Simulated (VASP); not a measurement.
## Ti: single point with PBEsol+D4

The system is Ti.

```
Ti
1.0
     2.89096    0.00000    0.00000
    -1.44548    2.50365    0.00000
     0.00000    0.00000    4.57678
Ti
2
Direct
  0.33333 0.66667 0.25000
  0.66667 0.33333 0.75000
```

```
Program                : VASP 6.6.1
Task                   : single point
Functional             : PBEsol
Dispersion             : D4
Potentials or basis    : VASP PAW PBE potentials, release 64 (Ti_sv)
Cutoff                 : 500 eV
k mesh                 : 18 × 18 × 10
Occupations            : gaussian, width 0.1 eV
Spin                   : no spin polarisation
Dipole correction      : no
Further INCAR settings : ALGO = Normal; EDIFF = 1e-06; NBANDS = 19
```

```json
{
  "Pressure": "-0.3 GPa",
  "Band gap on the k mesh": "zero (band 12 reaches 9.51 eV, above the bottom of band 13 at 8.40 eV)",
  "Dispersion energy per atom": "-0.123 eV"
}
```

Levels at points of the mesh, in eV from the Fermi level:
```
           k point  band 8  band 9  band 10  band 11  band 12  band 13  band 14  band 15  band 16  band 17
(0.00, 0.00, 0.00)  -32.44   -6.33    -2.82     0.79     0.79     0.91     0.92     1.33     1.33     1.69
(0.50, 0.00, 0.00)  -32.52   -2.42    -2.31    -1.99    -0.58     0.47     0.66     1.24     3.55     3.79
(0.00, 0.00, 0.50)  -32.50   -4.40    -4.40     0.08     0.08     0.69     0.69     0.69     0.69     2.96
(0.50, 0.00, 0.50)  -32.62   -2.69    -2.69    -0.88    -0.88     1.46     1.46     1.81     1.81     3.70
```

Run time: 53 s on 1 thread of Intel(R) Xeon(R) Platinum 8488C (Sapphire Rapids) (shared host), peak memory 0.23 GiB.

Caveat: the PAW data sets were made with another functional, which shifts forces and pressure a little; pairwise dispersion overbinds metals, which lowers pressure and volume.
